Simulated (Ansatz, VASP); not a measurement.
## Two plane-wave programs on K2ZrO2

INCAR

```
  PREC = Accurate
  ENCUT = 600
  EDIFF = 1E-6
  ISMEAR = 0
  SIGMA = 0.1
  LREAL = F
  LASPH = T
  NELM = 80
  ALGO = Normal
  ISIF = 3
  LWAVE = F
  LCHARG = F
  GGA = PE
  IBRION = 2
  NSW = 90
  EDIFFG = -0.04
```

The input KPOINTS:

```
Automatic mesh
0
Gamma
  6 6 4
```

Contents of POSCAR:

```
K2ZrO2
1.0
    5.2175740300      0.0000000000      0.0000000000
   -2.6087870100      4.5185516500      0.0000000000
    0.0000000000      0.0000000000      5.0957073900
K Zr O
2 1 2
Direct
    0.3333333300      0.6666666700      0.5000000000
    0.6666666700      0.3333333300      0.5000000000
    0.0000000000      0.0000000000      0.0000000000
    0.0000000000      0.0000000000      0.3622121400
    0.0000000000      0.0000000000      0.6377878600
```

Input for Ansatz:

```yaml
crystal:
  lattice:
    - [5.21757403, 0.0, 0.0]
    - [-2.60878701, 4.51855165, 0.0]
    - [0.0, 0.0, 5.09570739]
  atoms:
    - { symbol: K, position: [0.33333333, 0.66666667, 0.5] }
    - { symbol: K, position: [0.66666667, 0.33333333, 0.5] }
    - { symbol: Zr, position: [0.0, 0.0, 0.0] }
    - { symbol: O, position: [0.0, 0.0, 0.36221214] }
    - { symbol: O, position: [0.0, 0.0, 0.63778786] }
basis:
  ecutwfc: 420
kpoints:
  mp_grid: { grid: [6, 6, 4] }
hamiltonian:
  xc: pbe
scf:
  occupations: { method: gaussian, width: 0.1 }
  lower_state_search: "off"
output:
  forces: true
  stress: true
  eigenvalues: true
relax:
  adjacent_minimum: "off"
  f_tol: 0.04
  max_steps: 70
  cell: { stress_tol: 0.4 }
```

Alike in both runs: task relaxation of cell and atoms; functional PBE; k mesh 6 × 6 × 4; occupations gaussian, width 0.1 eV; no spin polarisation.

|  | VASP | Ansatz |
| --- | --- | --- |
| version | VASP 6.6.1 | Ansatz 0.2.0 |
| potentials or method | VASP PAW PBE potentials, release 64 (K_sv, Zr_sv, O), cutoff 600 eV | scalar-relativistic, plane waves, PAW |
| valence electrons in the cell | 42 | 42 |

```csv
,VASP,Ansatz,Ansatz less VASP
"gap on the k mesh at the Fermi level, each at its own relaxed structure (eV)",none,none,-
relaxed volume (Å³/atom),23.97,24.06,+0.097
relaxed cell length with the largest relative difference (Å),6.660,6.687,+0.0270
```

A gap of «none» marks a metal or a gap that the smearing closes.
